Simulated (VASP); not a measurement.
# ZnS (scanat) (P6_3mc) in VASP: further runs

Runs on ZnS (scanat). Level: r2SCAN. Tasks: single point.

Everything below comes from runs of VASP 6.6.1. Logs are shortened: lines on timing, memory, paths and dates and some standing lists are left out, and cuts for length are marked.

### Step 1. The cell of the first run

The structure is hexagonal, space group P6_3mc (No. 186). Conventional cell: a = 3.782 Å, b = 3.782 Å, c = 6.208 Å, α = 90.00°, β = 90.00°, γ = 120.00°. Zn (site symmetry 3m) has 4 S at 2.32 Å within 3.1 Å. Within 3.1 Å of S (site symmetry 3m) lie 4 Zn at 2.32 Å.

### Step 2. Single point, r2SCAN

POSCAR reads:

```
ZnS
1.0
    3.7822379936      0.0000000000      0.0000000000
   -1.8911189968      3.2755141856      0.0000000000
    0.0000000000      0.0000000000      6.2081825480
Zn S
2 2
Direct
    0.3333333333      0.6666666667      0.0004376474
    0.6666666667      0.3333333333      0.5004376474
    0.3333333333      0.6666666667      0.3745623526
    0.6666666667      0.3333333333      0.8745623526
```

INCAR.step1 reads:

```
SYSTEM = ZnS
ALGO     = Normal         ! electronic algorithm
EDIFF    = 1E-4           ! SCF threshold, eV
ENCUT    = 520            ! plane-wave cutoff, eV
GGA      = PE             ! functional
ISMEAR   = 0              ! smearing method
LASPH    = .TRUE.         ! aspherical terms in the spheres
LCHARG   = .FALSE.        ! write CHGCAR
LREAL    = .FALSE.        ! projectors in reciprocal space
LWAVE    = .TRUE.         ! write WAVECAR
NBANDS   = 26             ! bands
NELM     = 60             ! most SCF steps
PREC     = Accurate       ! precision mode
SIGMA    = 0.01           ! smearing width, eV
```

INCAR.step2 reads:

```
SYSTEM = ZnS
ALGO     = Normal         ! electronic algorithm
EDIFF    = 1E-6           ! SCF threshold, eV
ENCUT    = 520            ! plane-wave cutoff, eV
ISIF     = 2              ! what is computed and relaxed
ISMEAR   = 0              ! smearing method
ISTART   = 1            
LASPH    = .TRUE.         ! aspherical terms in the spheres
LCHARG   = .TRUE.         ! write CHGCAR
LELF     = .TRUE.         ! ELF
LMIXTAU  = .TRUE.       
LREAL    = .FALSE.        ! projectors in reciprocal space
LVHAR    = .TRUE.       
LWAVE    = .FALSE.        ! write WAVECAR
METAGGA  = R2SCAN         ! meta-GGA
NBANDS   = 26             ! bands
NELM     = 60             ! most SCF steps
PREC     = Accurate       ! precision mode
SIGMA    = 0.01           ! smearing width, eV
```

KPOINTS reads:

```
k-points
0
G
  9 9 6
  0 0 0
```

Potentials or basis: VASP PAW PBE potentials, release 64 (Zn, S).

Run with:

```bash
> cat potpaw_PBE.64/Zn/POTCAR potpaw_PBE.64/S/POTCAR > POTCAR
> cp INCAR.step1 INCAR
> mpirun -np 1 vasp_std > vasp.out
> cp INCAR.step2 INCAR
> mpirun -np 1 vasp_std > vasp.out
```

OUTCAR:

```text
SYSTEM = ZnS
   EDIFF = 1E-6
   ENCUT = 520
   ISIF = 2
   ISMEAR = 0
   ISTART = 1
   LASPH = .TRUE.
   LREAL = .FALSE.
   METAGGA = R2SCAN
   NELM = 60
   PREC = Accurate

 ion  position               nearest neighbor table
   1  0.333  0.667  0.000-   4 2.32   4 2.32   4 2.32   3 2.32
   2  0.667  0.333  0.500-   3 2.32   3 2.32   3 2.32   4 2.32
   3  0.333  0.667  0.375-   2 2.32   2 2.32   2 2.32   1 2.32
   4  0.667  0.333  0.875-   1 2.32   1 2.32   1 2.32   2 2.32

  LATTYP: Found a hexagonal cell.
 ALAT       =     3.7822379936
 C/A-ratio  =     1.6414045225

  Lattice vectors:

 A1 = (   3.7822379936,   0.0000000000,   0.0000000000)
 A2 = (  -1.8911189968,   3.2755141856,   0.0000000000)
 A3 = (   0.0000000000,   0.0000000000,   6.2081825480)

Analysis of symmetry for initial positions (statically):
=====================================================================
 Subroutine PRICEL returns:
 Original cell was already a primitive cell.

 Routine SETGRP: Setting up the symmetry group for a
 hexagonal supercell.

 Subroutine GETGRP returns: Found 12 space group operations
 (whereof  6 operations were pure point group operations)
 out of a pool of 24 trial point group operations.

The static configuration has the point symmetry C_3v.
 The point group associated with its full space group is C_6v.

Analysis of symmetry for dynamics (positions and initial velocities):
=====================================================================
 Subroutine PRICEL returns:
 Original cell was already a primitive cell.

 Routine SETGRP: Setting up the symmetry group for a
 hexagonal supercell.

 Subroutine GETGRP returns: Found 12 space group operations
 (whereof  6 operations were pure point group operations)
 out of a pool of 24 trial point group operations.

The dynamic configuration has the point symmetry C_3v.
 The point group associated with its full space group is C_6v.

 Subroutine INISYM returns: Found 12 space group operations
 (whereof  6 operations are pure point group operations),
 and found     1 'primitive' translations

----------------------------------------------------------------------------------------

                                     Primitive cell

  volume of cell :      76.9118

  direct lattice vectors                    reciprocal lattice vectors
     3.782237994  0.000000000  0.000000000     0.264393727  0.152647790  0.000000000
    -1.891118997  3.275514186  0.000000000     0.000000000  0.305295579  0.000000000
     0.000000000  0.000000000  6.208182548     0.000000000  0.000000000  0.161077738

  length of vectors
     3.782237994  3.782237994  6.208182548     0.305295579  0.305295579  0.161077738

  position of ions in fractional coordinates (direct lattice)
     0.333333333  0.666666667  0.000437647
     0.666666667  0.333333333  0.500437647
     0.333333333  0.666666667  0.374562353
     0.666666667  0.333333333  0.874562353

  ion indices of the primitive-cell ions
   primitive index   ion index
                 1           1
                 2           2
                 3           3
                 4           4

----------------------------------------------------------------------------------------

 KPOINTS: k-points

Automatic generation of k-mesh.
 Grid dimensions read from file:
 generate k-points for:    9    9    6

 Generating k-lattice:

  Cartesian coordinates                     Fractional coordinates (reciprocal lattice)
     0.029377081  0.016960866  0.000000000     0.111111111  0.000000000  0.000000000
     0.000000000  0.033921731  0.000000000     0.000000000  0.111111111  0.000000000
     0.000000000  0.000000000  0.026846290     0.000000000  0.000000000  0.166666667

  Length of vectors
     0.033921731  0.033921731  0.026846290

  Shift w.r.t. Gamma in fractional coordinates (k-lattice)
     0.000000000  0.000000000  0.000000000

 Subroutine IBZKPT returns following result:
 ===========================================

 Found     48 irreducible k-points:

 Following reciprocal coordinates:
            Coordinates               Weight
  0.000000  0.000000  0.000000      1.000000
  0.111111  0.000000  0.000000      6.000000
  0.222222  0.000000  0.000000      6.000000
  0.333333  0.000000  0.000000      6.000000
  0.444444  0.000000  0.000000      6.000000
  0.111111  0.111111  0.000000      6.000000
[... 16 lines left out ...]
  0.333333  0.222222  0.166667     24.000000
  0.333333  0.333333  0.166667      4.000000
 [... further k-points ...]
   k-points           NKPTS =     48   k-points in BZ     NKDIM =     48   number of bands    NBANDS=     26
   number of dos      NEDOS =    301   number of ions     NIONS =      4
   total plane-waves  NPLWV =  37632
   dimension x,y,z NGX =    28 NGY =   28 NGZ =   48
   dimension x,y,z NGXF=    56 NGYF=   56 NGZF=   96
   ions per type =               2   2
   NGX,Y,Z   is equivalent  to a cutoff of  12.31, 12.31, 12.85 a.u.
   NGXF,Y,Z  is equivalent  to a cutoff of  24.61, 24.61, 25.71 a.u.
 SYSTEM =  ZnS
   PREC   = accura    normal or accurate (medium, high low for compatibility)
   ISTART =      1    job   : 0-new  1-cont  2-samecut
   ICHARG =      0    charge: 1-file 2-atom 10-const
   ISPIN  =      1    spin polarized calculation?
   LNONCOLLINEAR =      F non collinear calculations
   LSORBIT =      F    spin-orbit coupling
   LASPH  =      T    aspherical Exc in radial PAW
   ENCUT  =  520.0 eV  38.22 Ry    6.18 a.u.   7.03  7.03 11.54*2*pi/ulx,y,z
   NELM   =     60;   NELMIN=  2; NELMDL=  0     # of ELM steps
   EDIFF  = 0.1E-05   stopping-criterion for ELM
   LREAL  =      F    real-space projection
   EDIFFG = 0.1E-04   stopping-criterion for IOM
   NSW    =      0    number of steps for IOM
   IBRION =     -1    ionic relax: 0-MD 1-quasi-New 2-CG
   NFREE  =      0    steps in history (QN), initial steepest desc. (CG)
   ISIF   =      2    stress and relaxation
   ISYM   =      2    0-nonsym 1-usesym 2-fastsym
   POTIM  = 0.5000    time-step for ionic-motion
   TEBEG  =    0.0;   TEEND  =   0.0 temperature during run
   PSTRESS=    0.0 pullay stress
   NELECT =      36.0000    total number of electrons
   NUPDOWN=      -1.0000    fix difference up-down
   EMIN   =  10.00;   EMAX   =-10.00  energy-range for DOS
   EFERMI =   0.00;   METHOD = LEGACY
   ISMEAR =     0;   SIGMA  =   0.01  broadening in eV -4-tet -1-fermi 0-gaus
   EFERMI_NEDOS =   21; number of points for ismear=-14 and -15
   IALGO  =     38    algorithm
   IMIX   =      4    mixing-type and parameters
     AMIX     =   0.40;   BMIX     =  1.00
     AMIX_MAG =   1.60;   BMIX_MAG =  1.00
  volume/ion in A,a.u.               =      19.23       129.76
  Fermi-wavevector in a.u.,A,eV,Ry     =   1.271095  2.402022 21.982700  1.615683
  Thomas-Fermi vector in A             =   2.404047
   LORBIT       =      0    0 simple, 1 ext, 2 COOP (PROOUT), +10 PAW based schemes
   METAGGA = R2SCAN    functional components
   LHFCALC =     F    Hartree Fock is set to
   AEXX    =    0.0000 exact exchange contribution
   IVDW    =     0    specifies the selected vdW correction
   LEPSILON=     F    determine dielectric tensor
   LRPA    =     F    only Hartree local field effects (RPA)
 non-spin polarized calculation
 Gauss-broadening in eV      SIGMA  =   0.01
  energy-cutoff  :      520.00
  volume of cell :       76.91
 maximum number of plane-waves:      2087
   NGX = 15   NGY = 15   NGZ = 23

 number of electron      35.9999970 magnetization

 Free energy of the ion-electron system (eV)
  ---------------------------------------------------
  ext. energy  EPLUGINS =         0.00000000
  ---------------------------------------------------
  free energy    TOTEN  =       -37.71674696 eV

  energy without entropy =      -37.71674696  energy(sigma->0) =      -37.71674696

 E-fermi :   2.1756     XC(G=0): -10.4077

 val. band max:        2.0965632936   @ k =   0.0000   0.0000   0.0000
 cond. band min:       4.9727908729   @ k =   0.0000   0.0000   0.0000
 fundamental gap:      2.8762275793
 Fermi energy:         2.1756242320

 k-point     1 :       0.0000    0.0000    0.0000
  band No.  band energies     occupation
      1     -11.7948      2.00000
      2     -10.7993      2.00000
      3      -4.5178      2.00000
      4      -4.5010      2.00000
      5      -4.5010      2.00000
      6      -4.4065      2.00000
[... 18 lines left out ...]
     25      10.3420      0.00000
     26      12.0566      0.00000

 k-point     2 :       0.1111    0.0000    0.0000
  band No.  band energies     occupation
      1     -11.7061      2.00000
      2     -10.7494      2.00000
      3      -4.5119      2.00000
      4      -4.4943      2.00000
      5      -4.4828      2.00000
      6      -4.3966      2.00000
[... 18 lines left out ...]
     25      10.7453      0.00000
     26      11.3725      0.00000

 k-point     3 :       0.2222    0.0000    0.0000
  band No.  band energies     occupation
      1     -11.4618      2.00000
      2     -10.6262      2.00000
      3      -4.5167      2.00000
      4      -4.4564      2.00000
      5      -4.4409      2.00000
      6      -4.3511      2.00000
[... 18 lines left out ...]
     25      10.9436      0.00000
     26      11.6157      0.00000

 k-point     4 :       0.3333    0.0000    0.0000
  band No.  band energies     occupation
      1     -11.1329      2.00000
      2     -10.5037      2.00000
      3      -4.5033      2.00000
      4      -4.4085      2.00000
      5      -4.4029      2.00000
      6      -4.2452      2.00000
[... 18 lines left out ...]
     25      11.3479      0.00000
     26      12.6026      0.00000

 k-point     5 :       0.4444    0.0000    0.0000
  band No.  band energies     occupation
      1     -10.8567      2.00000
      2     -10.4625      2.00000
      3      -4.4881      2.00000
      4      -4.3848      2.00000
      5      -4.3023      2.00000
      6      -4.1750      2.00000
[... 18 lines left out ...]
     25      11.7442      0.00000
     26      14.2148      0.00000

 k-point     6 :       0.1111    0.1111    0.0000
  band No.  band energies     occupation
      1     -11.5393      2.00000
      2     -10.6627      2.00000
      3      -4.5077      2.00000
      4      -4.4642      2.00000
      5      -4.4610      2.00000
      6      -4.3749      2.00000
[... 427 lines left out ...]
 k-point    21 :       0.4444    0.1111    0.1667
  band No.  band energies     occupation
      1     -10.7482      2.00000
      2     -10.4820      2.00000
      3      -4.4759      2.00000
      4      -4.3720      2.00000
      5      -4.2805      2.00000
      6      -4.1862      2.00000
[... 18 lines left out ...]
     25      12.1252      0.00000
     26      13.8310      0.00000

 k-point    22 :       0.2222    0.2222    0.1667
  band No.  band energies     occupation
      1     -10.9327      2.00000
      2     -10.4978      2.00000
      3      -4.4465      2.00000
      4      -4.4041      2.00000
      5      -4.3201      2.00000
      6      -4.2689      2.00000
[... 18 lines left out ...]
     25      11.1429      0.00000
     26      12.0841      0.00000

 k-point    23 :       0.3333    0.2222    0.1667
  band No.  band energies     occupation
      1     -10.6990      2.00000
      2     -10.4799      2.00000
      3      -4.4552      2.00000
      4      -4.3493      2.00000
      5      -4.2552      2.00000
      6      -4.1730      2.00000
[... 18 lines left out ...]
     25      11.9514      0.00000
     26      12.8289      0.00000

 k-point    24 :       0.3333    0.3333    0.1667
  band No.  band energies     occupation
      1     -10.5459      2.00000
      2     -10.5459      2.00000
      3      -4.4573      2.00000
      4      -4.2872      2.00000
      5      -4.2872      2.00000
      6      -4.1551      2.00000
[... 18 lines left out ...]
     25      12.7843      0.00000
     26      13.0225      0.00000

 [... further k-points ...]
[... 5 lines left out ...]
  --------------------------------------------------------------------------------------
  -------------------------------------------------------------------------------------
  Total        0.7793238      0.7793238      0.7665819      0.0000000     -0.0000000      0.0000000
  in kB       16.2343802     16.2343802     15.9689479      0.0000000     -0.0000000      0.0000000
  external PRESSURE =      16.1459028 kB  Pullay stress =       0.0000000 kB

 VOLUME and BASIS-vectors are now :
 -----------------------------------------------------------------------------
  energy-cutoff  :      520.00
  volume of cell :       76.91
      direct lattice vectors                 reciprocal lattice vectors
     3.782237994  0.000000000  0.000000000     0.264393727  0.152647790  0.000000000
    -1.891118997  3.275514186  0.000000000     0.000000000  0.305295579  0.000000000
     0.000000000  0.000000000  6.208182548     0.000000000  0.000000000  0.161077738

 POSITION                                       TOTAL-FORCE (eV/Angst)
 -----------------------------------------------------------------------------------
     -0.00000      2.18368      0.00272        -0.000000     -0.000000      0.003695
      1.89112      1.09184      3.10681         0.000000      0.000000      0.003695
     -0.00000      2.18368      2.32535        -0.000000      0.000000     -0.003695
      1.89112      1.09184      5.42944        -0.000000     -0.000000     -0.003695
 -----------------------------------------------------------------------------------
    total drift:                               -0.000000     -0.000000      0.013367

  FREE ENERGIE OF THE ION-ELECTRON SYSTEM (eV)
  ---------------------------------------------------
  free  energy   TOTEN  =       -37.7167469551 eV

  energy  without entropy=      -37.7167469551  energy(sigma->0) =      -37.71674696
```

Wall time 3.8 min (1 thread of Intel Xeon Platinum 8259CL at 2.50GHz (Skylake/Cascade Lake), shared host); peak memory 0.25 GiB.

What came out:

```yaml
Free_energy: -37.7167 eV
Pressure: 1.6 GPa
Largest_force: 0.004 eV/Å
Band_gap_on_the_k_mesh: 2.88 eV, direct
```

Forces on the atoms (eV/Å):
```
Zn   0.000  0.000  0.004
Zn   0.000  0.000  0.004
S    0.000  0.000 -0.004
S    0.000  0.000 -0.004
```

Caveat: the PAW data sets were made with another functional, which shifts forces and pressure a little.

### Step 3. Single point, r2SCAN

POSCAR reads:

```
ZnS
1.0
    3.7822379936      0.0000000000      0.0000000000
   -1.8911189968      3.2755141856      0.0000000000
    0.0000000000      0.0000000000      6.2081825480
Zn S
2 2
Direct
    0.3333333333      0.6666666667     -0.0090029997
    0.6666666667      0.3333333333      0.4909970003
    0.3333333333      0.6666666667      0.3840029997
    0.6666666667      0.3333333333      0.8840029997
```

INCAR.step1 reads:

```
SYSTEM = ZnS
PREC     = Accurate       ! precision mode
ENCUT    = 520            ! plane-wave cutoff, eV
ISMEAR   = 0              ! smearing method
SIGMA    = 0.01           ! smearing width, eV
LREAL    = .False.        ! projectors in reciprocal space
LASPH    = .True.         ! aspherical terms in the spheres
NELM     = 60             ! most SCF steps
NBANDS   = 26             ! bands
GGA      = PE             ! functional
ALGO     = Normal         ! electronic algorithm
EDIFF    = 1E-4           ! SCF threshold, eV
LWAVE    = .True.         ! write WAVECAR
LCHARG   = .False.        ! write CHGCAR
```

INCAR.step2 reads:

```
SYSTEM = ZnS
PREC     = Accurate       ! precision mode
ENCUT    = 520            ! plane-wave cutoff, eV
EDIFF    = 1E-6           ! SCF threshold, eV
ISMEAR   = 0              ! smearing method
SIGMA    = 0.01           ! smearing width, eV
LREAL    = .False.        ! projectors in reciprocal space
LASPH    = .True.         ! aspherical terms in the spheres
NELM     = 60             ! most SCF steps
ALGO     = Normal         ! electronic algorithm
ISIF     = 2              ! what is computed and relaxed
LWAVE    = .False.        ! write WAVECAR
LCHARG   = .True.         ! write CHGCAR
METAGGA  = R2SCAN         ! meta-GGA
LMIXTAU  = .True.       
LELF     = .True.         ! ELF
LVHAR    = .True.       
NBANDS   = 26             ! bands
ISTART   = 1
```

KPOINTS reads:

```
Automatic mesh
0
Gamma
  9 9 6
  0 0 0
```

Potentials or basis: VASP PAW PBE potentials, release 64 (Zn, S).

Run with:

```bash
> cat potpaw_PBE.64/Zn/POTCAR potpaw_PBE.64/S/POTCAR > POTCAR
> cp INCAR.step1 INCAR
> mpirun -np 1 vasp_std > vasp.out
> cp INCAR.step2 INCAR
> mpirun -np 1 vasp_std > vasp.out
```

Run time: 3.9 min. Hardware: 1 thread of Intel Xeon Platinum 8259CL at 2.50GHz (Skylake/Cascade Lake), shared host; peak memory 0.24 GiB.

Results (log left out):

```
Free energy            : -37.6453 eV
Pressure               : 2.2 GPa
Largest force          : 0.557 eV/Å
Band gap on the k mesh : 2.93 eV, direct
```

Forces on the atoms (eV/Å):
```
Zn   0.000  0.000  0.557
Zn   0.000  0.000  0.557
S    0.000  0.000 -0.557
S    0.000  0.000 -0.557
```

Stress tensor (GPa, compression positive):
```
 3.59  0.00  0.00
 0.00  3.59  0.00
 0.00  0.00 -0.74
```

Levels at points of the mesh, in eV from the valence-band top:
```
           k point  band 16  band 17  band 18  band 19  band 20  band 21
(0.00, 0.00, 0.00)    -0.03    -0.03     0.00     2.93     3.48     6.76
(0.00, 0.00, 0.50)    -0.47    -0.47    -0.47     4.08     4.08     7.18
```

Caveat: the PAW data sets were made with another functional, which shifts forces and pressure a little. r2SCAN opens gaps a little over a GGA but as a rule still falls short of measured ones.

(Continued in part 2 of 2.)
